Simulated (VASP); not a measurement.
# BAs (Pmmm) in VASP: further runs, part 2 of 2

VASP 6.6.1. The steps go on from the part before.

### 5 Single point, revPBE+D4

This run uses another cell than the first one, of 13.96 Å³/atom.

Contents of INCAR:

```
SYSTEM = BAs
ALGO = Normal ; EDIFF = 1E-6
ENCUT = 560 ; GGA = RE
GGA_COMPAT = .False. ; ISIF = 2
ISMEAR = -1 ; IVDW = 13
LASPH = .True. ; LCHARG = .True.
LELF = .True. ; LREAL = .False.
LVHAR = .True. ; LWAVE = .False.
NBANDS = 16 ; NELM = 120
PREC = Accurate ; SIGMA = 0.05
```

Contents of KPOINTS:

```
k-points
0
Gamma
  12 8 6
  0 0 0
```

Contents of POSCAR:

```
BAs
1.0
    2.7225194339      0.0000000000      0.0000000000
    0.0000000000      2.4032610826      0.0000000000
    0.0000000000      0.0000000000      4.2663337818
B As
1 1
Direct
    0.0000000000      0.5000000000      0.0000000000
    0.5000000000      0.5000000000      0.5000000000
```

Potentials or basis: VASP PAW PBE potentials, release 64 (B, As_d).

Started as:

```
$ cat potpaw_PBE.64/B/POTCAR potpaw_PBE.64/As_d/POTCAR > POTCAR
$ mpirun -np 1 vasp_std > vasp.out
```

OUTCAR:

```text
SYSTEM = BAs
   EDIFF = 1E-6
   ENCUT = 560
   GGA = RE
   ISIF = 2
   ISMEAR = -1
   IVDW = 13
   LASPH = .True.
   LREAL = .False.
   NELM = 120
   PREC = Accurate

 ion  position               nearest neighbor table
   1  0.000  0.500  0.000-   2 2.53   2 2.53   2 2.53   2 2.53
   2  0.500  0.500  0.500-   1 2.53   1 2.53   1 2.53   1 2.53

  LATTYP: Found a simple orthorhombic cell.
 ALAT       =     2.4032610826
 B/A-ratio  =     1.1328438069
 C/A-ratio  =     1.7752269251

  Lattice vectors:

 A1 = (   0.0000000000,  -2.4032610826,   0.0000000000)
 A2 = (   2.7225194339,   0.0000000000,   0.0000000000)
 A3 = (   0.0000000000,   0.0000000000,   4.2663337818)

Analysis of symmetry for initial positions (statically):
=====================================================================
 Subroutine PRICEL returns:
 Original cell was already a primitive cell.

 Routine SETGRP: Setting up the symmetry group for a
 simple orthorhombic supercell.

 Subroutine GETGRP returns: Found  8 space group operations
 (whereof  8 operations were pure point group operations)
 out of a pool of  8 trial point group operations.

The static configuration has the point symmetry D_2h.

Analysis of symmetry for dynamics (positions and initial velocities):
=====================================================================
 Subroutine PRICEL returns:
 Original cell was already a primitive cell.

 Routine SETGRP: Setting up the symmetry group for a
 simple orthorhombic supercell.

 Subroutine GETGRP returns: Found  8 space group operations
 (whereof  8 operations were pure point group operations)
 out of a pool of  8 trial point group operations.

The dynamic configuration has the point symmetry D_2h.

 Subroutine INISYM returns: Found  8 space group operations
 (whereof  8 operations are pure point group operations),
 and found     1 'primitive' translations

----------------------------------------------------------------------------------------

                                     Primitive cell

  volume of cell :      27.9143

  direct lattice vectors                    reciprocal lattice vectors
     2.722519434  0.000000000  0.000000000     0.367306836  0.000000000  0.000000000
     0.000000000  2.403261083  0.000000000     0.000000000  0.416101275  0.000000000
     0.000000000  0.000000000  4.266333782     0.000000000  0.000000000  0.234393287

  length of vectors
     2.722519434  2.403261083  4.266333782     0.367306836  0.416101275  0.234393287

  position of ions in fractional coordinates (direct lattice)
     0.000000000  0.500000000  0.000000000
     0.500000000  0.500000000  0.500000000

  ion indices of the primitive-cell ions
   primitive index   ion index
                 1           1
                 2           2

----------------------------------------------------------------------------------------

 KPOINTS: k-points

Automatic generation of k-mesh.
 Grid dimensions read from file:
 generate k-points for:   12    8    6

 Generating k-lattice:

  Cartesian coordinates                     Fractional coordinates (reciprocal lattice)
     0.030608903  0.000000000  0.000000000     0.083333333  0.000000000  0.000000000
     0.000000000  0.052012659  0.000000000     0.000000000  0.125000000  0.000000000
     0.000000000  0.000000000  0.039065548     0.000000000  0.000000000  0.166666667

  Length of vectors
     0.030608903  0.052012659  0.039065548

  Shift w.r.t. Gamma in fractional coordinates (k-lattice)
     0.000000000  0.000000000  0.000000000

 Subroutine IBZKPT returns following result:
 ===========================================

 Found    140 irreducible k-points:

 Following reciprocal coordinates:
            Coordinates               Weight
  0.000000  0.000000  0.000000      1.000000
  0.083333  0.000000  0.000000      2.000000
  0.166667  0.000000  0.000000      2.000000
  0.250000  0.000000  0.000000      2.000000
  0.333333  0.000000  0.000000      2.000000
  0.416667  0.000000  0.000000      2.000000
[... 16 lines left out ...]
  0.083333  0.375000  0.000000      4.000000
  0.166667  0.375000  0.000000      4.000000
 [... further k-points ...]
   k-points           NKPTS =    140   k-points in BZ     NKDIM =    140   number of bands    NBANDS=     16
   number of dos      NEDOS =    301   number of ions     NIONS =      2
   total plane-waves  NPLWV =  17280
   dimension x,y,z NGX =    24 NGY =   20 NGZ =   36
   dimension x,y,z NGXF=    48 NGYF=   40 NGZF=   72
   ions per type =               1   1
   NGX,Y,Z   is equivalent  to a cutoff of  14.66, 13.84, 14.03 a.u.
   NGXF,Y,Z  is equivalent  to a cutoff of  29.31, 27.67, 28.06 a.u.
 SYSTEM =  BAs
   PREC   = accura    normal or accurate (medium, high low for compatibility)
   ISTART =      0    job   : 0-new  1-cont  2-samecut
   ICHARG =      2    charge: 1-file 2-atom 10-const
   ISPIN  =      1    spin polarized calculation?
   LNONCOLLINEAR =      F non collinear calculations
   LSORBIT =      F    spin-orbit coupling
   LASPH  =      T    aspherical Exc in radial PAW
   ENCUT  =  560.0 eV  41.16 Ry    6.42 a.u.   5.25  4.64  8.23*2*pi/ulx,y,z
   NELM   =    120;   NELMIN=  2; NELMDL= -5     # of ELM steps
   EDIFF  = 0.1E-05   stopping-criterion for ELM
   LREAL  =      F    real-space projection
   EDIFFG = 0.1E-04   stopping-criterion for IOM
   NSW    =      0    number of steps for IOM
   IBRION =     -1    ionic relax: 0-MD 1-quasi-New 2-CG
   NFREE  =      0    steps in history (QN), initial steepest desc. (CG)
   ISIF   =      2    stress and relaxation
   ISYM   =      2    0-nonsym 1-usesym 2-fastsym
   POTIM  = 0.5000    time-step for ionic-motion
   TEBEG  =    0.0;   TEEND  =   0.0 temperature during run
   PSTRESS=    0.0 pullay stress
   NELECT =      18.0000    total number of electrons
   NUPDOWN=      -1.0000    fix difference up-down
   EMIN   =  10.00;   EMAX   =-10.00  energy-range for DOS
   EFERMI =   0.00;   METHOD = LEGACY
   ISMEAR =    -1;   SIGMA  =   0.05  broadening in eV -4-tet -1-fermi 0-gaus
   EFERMI_NEDOS =   21; number of points for ismear=-14 and -15
   IALGO  =     38    algorithm
   IMIX   =      4    mixing-type and parameters
     AMIX     =   0.40;   BMIX     =  1.00
     AMIX_MAG =   1.60;   BMIX_MAG =  1.00
  volume/ion in A,a.u.               =      13.96        94.19
  Fermi-wavevector in a.u.,A,eV,Ry     =   1.414350  2.672733 27.216884  2.000385
  Thomas-Fermi vector in A             =   2.535901
   LORBIT       =      0    0 simple, 1 ext, 2 COOP (PROOUT), +10 PAW based schemes
   GGA     = RE    functional components
   LHFCALC =     F    Hartree Fock is set to
   AEXX    =    0.0000 exact exchange contribution
   IVDW    =    13    specifies the selected vdW correction
   LEPSILON=     F    determine dielectric tensor
   LRPA    =     F    only Hartree local field effects (RPA)
 non-spin polarized calculation
  energy-cutoff  :      560.00
  volume of cell :       27.91
 maximum number of plane-waves:       870
 NGX is ok and might be reduce to    24
   NGX = 11   NGY =  9   NGZ = 17

 number of electron      17.9999995 magnetization

 Free energy of the ion-electron system (eV)
  ---------------------------------------------------
  ext. energy  EPLUGINS =         0.00000000
  ---------------------------------------------------
  free energy    TOTEN  =        -7.92288487 eV

  energy without entropy =       -7.91645536  energy(sigma->0) =       -7.91967012

 E-fermi :   4.8384     XC(G=0): -11.3949

 val. band max:        4.8249241367   @ k =   0.2500   0.1250   0.3333
 cond. band min:       4.8432924937   @ k =   0.3333   0.3750   0.3333
 fundamental gap:      0.0183683569
 Fermi energy:         4.8383700380

 k-point     1 :       0.0000    0.0000    0.0000
  band No.  band energies     occupation
      1     -31.6626      2.00000
      2     -31.5338      2.00000
      3     -31.4910      2.00000
      4     -31.4463      2.00000
      5     -31.4271      2.00000
      6     -10.8223      2.00000
[... 8 lines left out ...]
     15      17.5614      0.00000
     16      20.6126      0.00000
[... 419 lines left out ...]
 k-point    24 :       0.1667    0.3750    0.0000
  band No.  band energies     occupation
      1     -31.5307      2.00000
      2     -31.5240      2.00000
      3     -31.5076      2.00000
      4     -31.4903      2.00000
      5     -31.4047      2.00000
      6      -6.8920      2.00000
[... 8 lines left out ...]
     15      15.9774      0.00000
     16      20.2039      0.00000

 [... further k-points ...]

------------------------ aborting loop because EDIFF is reached ----------------------------------------

  DFT-D4 for vdW energy calculation

  Edisp (eV):   -1.60100

  FORCE on cell =-STRESS in cart. coord.  units (eV):
  Direction    XX          YY          ZZ          XY          YZ          ZX
  --------------------------------------------------------------------------------------
  -------------------------------------------------------------------------------------
  Total       0.02517    -0.01459     0.00573     0.00000     0.00000     0.00000
  in kB       1.44454    -0.83766     0.32913     0.00000     0.00000     0.00000
  external pressure =        0.31 kB  Pullay stress =        0.00 kB

 VOLUME and BASIS-vectors are now :
 -----------------------------------------------------------------------------
  energy-cutoff  :      560.00
  volume of cell :       27.91
      direct lattice vectors                 reciprocal lattice vectors
     2.722519434  0.000000000  0.000000000     0.367306836  0.000000000  0.000000000
     0.000000000  2.403261083  0.000000000     0.000000000  0.416101275  0.000000000
     0.000000000  0.000000000  4.266333782     0.000000000  0.000000000  0.234393287

 POSITION                                       TOTAL-FORCE (eV/Angst)
 -----------------------------------------------------------------------------------
      0.00000      1.20163      0.00000         0.000000      0.000000      0.000000
      1.36126      1.20163      2.13317         0.000000      0.000000      0.000000
 -----------------------------------------------------------------------------------
    total drift:                                0.000000      0.000000     -0.000000

  FREE ENERGIE OF THE ION-ELECTRON SYSTEM (eV)
  ---------------------------------------------------
  free  energy   TOTEN  =        -9.5238817015 eV

  energy  without entropy=       -9.5174521924  energy(sigma->0) =       -9.52066695
```

OSZICAR:

```text
N       E                     dE             d eps       ncg     rms          rms(c)
DAV:   1     0.842797619299E+02    0.84280E+02   -0.84786E+03  5336   0.513E+03
DAV:   2     0.421301249160E+00   -0.83858E+02   -0.80360E+02  5104   0.600E+02
DAV:   3    -0.783471960456E+01   -0.82560E+01   -0.82040E+01  5104   0.836E+01
DAV:   4    -0.801428994831E+01   -0.17957E+00   -0.17953E+00  5504   0.133E+01
DAV:   5    -0.801621902984E+01   -0.19291E-02   -0.19291E-02  5408   0.163E+00    0.376E+00
DAV:   6    -0.792730136377E+01    0.88918E-01   -0.22543E-01  6304   0.387E+00    0.220E+00
DAV:   7    -0.792322656868E+01    0.40748E-02   -0.18629E-02  4944   0.121E+00    0.961E-01
DAV:   8    -0.792276474538E+01    0.46182E-03   -0.31882E-03  6224   0.805E-01    0.729E-02
DAV:   9    -0.792288164348E+01   -0.11690E-03   -0.18430E-04  5560   0.129E-01    0.465E-02
DAV:  10    -0.792288454807E+01   -0.29046E-05   -0.14857E-05  5504   0.334E-02    0.616E-03
DAV:  11    -0.792288487045E+01   -0.32238E-06   -0.16785E-06  4752   0.213E-02
   1 F= -.95238817E+01 E0= -.95206669E+01  d E =-.642951E-02
```

Wall time 20 s (1 thread of Intel Xeon 6975P-C (Granite Rapids), shared host); peak memory 0.2 GiB.

Results:

| Property | Result |
| --- | --- |
| Free energy | -9.5239 eV |
| Pressure | 0.0 GPa |
| Band gap on the k mesh | zero (bands 9 and 10 overlap by 5.09 eV) |
| Dispersion energy per atom | -0.800 eV |

Levels at points of the mesh, in eV from the Fermi level:
| k point | band 6 | band 7 | band 8 | band 9 | band 10 | band 11 | band 12 | band 13 |
| --- | --- | --- | --- | --- | --- | --- | --- | --- |
| (0.00, 0.00, 0.00) | -15.66 | -6.39 | -6.31 | 2.14 | 6.78 | 6.85 | 7.81 | 7.96 |
| (0.50, 0.00, 0.00) | -12.23 | -8.90 | -2.06 | -1.84 | -1.71 | -1.03 | 8.64 | 11.09 |
| (0.00, 0.50, 0.00) | -10.53 | -7.71 | -2.71 | -1.28 | -1.25 | 4.89 | 5.08 | 9.62 |
| (0.50, 0.50, 0.00) | -6.74 | -4.89 | -4.63 | -1.67 | 1.90 | 2.02 | 2.14 | 2.53 |
| (0.00, 0.00, 0.50) | -15.16 | -10.39 | 1.63 | 2.26 | 3.61 | 4.21 | 7.76 | 8.93 |
| (0.50, 0.00, 0.50) | -11.82 | -7.80 | -6.08 | -5.86 | 4.45 | 5.18 | 8.72 | 11.09 |
| (0.00, 0.50, 0.50) | -10.00 | -7.07 | -5.94 | -3.41 | 4.93 | 6.24 | 6.67 | 7.47 |
| (0.50, 0.50, 0.50) | -6.04 | -4.72 | -3.95 | -2.28 | -1.38 | -1.11 | 3.06 | 5.22 |

Caveat: the PAW data sets were made with another functional, which shifts forces and pressure a little.

### 6 Summary

| task | level | potentials or basis | spin | cell | k mesh | cutoff (eV) | grid for exact exchange (PRECFOCK) | share of exact exchange | screening parameter | gap on the mesh (eV) | pressure (GPa) |
| --- | --- | --- | --- | --- | --- | --- | --- | --- | --- | --- | --- |
| single point | r2SCAN | VASP PAW PBE potentials, release 64 (B, As) | non-collinear, zero start, SOC | a = 2.128, b = 3.174, c = 4.951 Å, 2 atoms | 9 × 6 × 5 | 520 | - | - | - | - | 4.1 |
| relaxation of cell and atoms | PBEsol-based screened hybrid with 25 % exact exchange | VASP PAW PBE potentials, release 64 (B, As) | off | relaxed from a = 2.128, b = 3.174, c = 4.951 Å, 2 atoms | 6 × 4 × 3 | 600 | Normal | 0.25 | 0.207 1/Å | none | 0.0 |
| single point | RPBE+D3(BJ) | VASP PAW PBE potentials, release 64 (B, As_d) | off | a = 2.506, b = 2.401, c = 4.542 Å, 2 atoms | 12 × 8 × 6 | 560 | - | - | - | none | 0.0 |
| single point | revPBE+D4 | VASP PAW PBE potentials, release 64 (B, As_d) | off | a = 2.723, b = 2.403, c = 4.266 Å, 2 atoms | 12 × 8 × 6 | 560 | - | - | - | none | 0.0 |

Alike in all rows: smearing fermi-dirac 0.05 eV.

Caveats: some runs use coarse meshes; the PAW data sets were made with another functional, which shifts forces and pressure a little; the stress differs along the axes, from -7 to 24 GPa (at least some runs); the volume moved by over 15 % at a fixed basis, so the end points are rough (at least some runs); the dispersion term is far too large for a dense solid, which distorts pressure and volume (at least some runs).

Total energies depend on the potentials used, so only differences within one code and one set of settings carry meaning.

The gap in the log of VASP goes by the Fermi energy; the results here count the filled bands.